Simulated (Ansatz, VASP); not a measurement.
BN in VASP and in Ansatz

```
B N
1.0
     0.00000    1.81300    1.81300
     1.81300    0.00000    1.81300
     1.81300    1.81300    0.00000
B N
1 1
Direct
  0.00000 0.00000 0.00000
  0.75000 0.75000 0.79875
```

Change from the starting cell: all N atoms moved +0.125 Å, as atom 2 along Cartesian [1 1 0].

Alike in both runs: task single point; functional PBE; k mesh 12 × 12 × 12; occupations gaussian, width 0.05 eV; no spin polarisation.

```csv
,VASP,Ansatz
version,VASP 6.6.1,Ansatz 0.2.0
potentials or method,"VASP PAW PBE potentials, release 64 (B, N), cutoff 520 eV","scalar-relativistic, plane waves, PAW"
valence electrons in the cell,8,8
```

```csv
,VASP,Ansatz,Ansatz less VASP
gap on the k mesh at the Fermi level (eV),3.31,3.32,+0.012
least direct gap on the mesh (eV),7.22,7.22,+0.005
pressure (GPa),4.3,4.1,-0.18
"traceless stress, the component that is largest in VASP (GPa)",4.82,4.84,+0.012
rms of the force components (eV/Å),1.754,1.747,-0.0069
```

Atom by atom the forces differ by 0.007 eV/Å (rms over components). With one functional, cell and mesh, what is left measures potentials, basis and numerics.
